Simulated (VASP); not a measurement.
Wanted: the native input for a VASP 6.6.1 run.

```yaml
Task: relaxation of cell and atoms
Functional: LDA
Potentials_or_basis: VASP PAW LDA potentials, release 64 (Zr_sv, H)
Cutoff: 600 eV
k_mesh: 18 × 18 × 18
Occupations: gaussian, width 0.1 eV
Spin: no spin polarisation
Dipole_correction: no
Further_INCAR_settings: ALGO = Normal; EDIFF = 1e-07; IBRION = 2; EDIFFG = -0.005; NSW = 100; ISIF = 3
```

The structure of ZrH lies in POSCAR:

```
ZrH
1.0
   -1.6439080000      1.6439080000      2.5043990000
    1.6439080000     -1.6439080000      2.5043990000
    1.6439080000      1.6439080000     -2.5043990000
Zr H
1 1
Direct
    0.0000000000      0.0000000000      0.0000000000
    0.7500000000      0.2500000000      0.5000000000
```

The input as run:

INCAR

```
SYSTEM = ZrH
PREC     = Accurate       ! precision mode
ENCUT    = 600            ! plane-wave cutoff, eV
EDIFF    = 1E-7           ! SCF threshold, eV
ISMEAR   = 0              ! smearing method
SIGMA    = 0.1            ! smearing width, eV
LREAL    = .FALSE.        ! projectors in reciprocal space
LASPH    = .TRUE.         ! aspherical terms in the spheres
NELM     = 80             ! most SCF steps
ALGO     = Normal         ! electronic algorithm
ISIF     = 3              ! what is computed and relaxed
LWAVE    = .FALSE.        ! write WAVECAR
LCHARG   = .FALSE.        ! write CHGCAR
GGA      = CA             ! functional
IBRION   = 2              ! ionic algorithm
NSW      = 100            ! ionic steps
EDIFFG   = -0.005         ! ionic threshold
```

KPOINTS

```
Automatic mesh
0
G
  18 18 18
  0 0 0
```

Potentials or basis: VASP PAW LDA potentials, release 64 (Zr_sv, H).

The run is started by

```bash
$ cat potpaw_LDA.64/Zr_sv/POTCAR potpaw_LDA.64/H/POTCAR > POTCAR
$ mpirun -np 1 vasp_std > vasp.out
```

Results of the run:

```yaml
Relaxed_volume: 12.76 Å³/atom
Relaxed_cell: a = 3.368 Å, b = 3.368 Å, c = 3.368 Å, α = 123.33°, β = 123.33°, γ = 84.32°
Space_group_after_relaxing_to_0.1_Å: I-4m2 (No. 119)
Energy_gained_by_relaxing: 16.5 meV/atom
Ionic_steps: 11
Pressure_after_relaxing: 0.0 GPa
Band_gap_on_the_k_mesh: zero (an odd number of electrons rules out a gap without spin polarisation)
```

It took 6.6 min on 1 thread of Intel(R) Xeon(R) 6975P-C (Granite Rapids) (shared host), peak memory 0.32 GiB.
